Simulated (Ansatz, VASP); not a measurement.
# CaHfO in VASP and in Ansatz

```xyz
6
Lattice="3.6967 0.0000 0.0000 0.0000 3.6967 0.0000 0.0000 0.0000 9.0898" Properties=species:S:1:pos:R:3 pbc="T T T"
Ca    1.8483    0.0000    3.3971
Ca    0.0000    1.8483    5.6927
Hf    0.0000    0.0000    0.0000
Hf    1.8483    1.8483    0.0000
O     1.8483    0.0000    5.6304
O     0.0000    1.8483    3.4594
```

Change from the starting cell: species swapped into the TaSiAs type (P4/nmm, No. 129).

Alike in both runs: functional PBE; k mesh 6 × 6 × 2; occupations gaussian, width 0.1 eV; no spin polarisation.

Ansatz relaxed the structure, and its values are those at the end. VASP's run is a single point on that final structure, the one shown.

|  | VASP | Ansatz |
| --- | --- | --- |
| version | VASP 6.6.1 | Ansatz 0.2.0 |
| potentials or method | VASP PAW PBE potentials, release 64 (Ca_sv, Hf_pv, O), cutoff 520 eV | scalar-relativistic, plane waves, PAW |
| valence electrons in the cell | 52 | 84 |

|  | VASP | Ansatz | Ansatz less VASP |
| --- | --- | --- | --- |
| gap on the k mesh at the Fermi level (eV) | none | none | - |
| pressure (GPa) | -0.1 | 0.0 | +0.09 |
| rms of the force components (eV/Å) | 0.022 | 0.003 | -0.0190 |

A gap of «none» marks a metal or a gap that the smearing closes. The functional is the same, so the differences come from potentials, cutoffs and numerics. VASP's potentials hold 52 valence electrons a cell and Ansatz's 84, so a difference there can come from the potentials and not from the codes.

Neither program's run includes spin-orbit coupling.
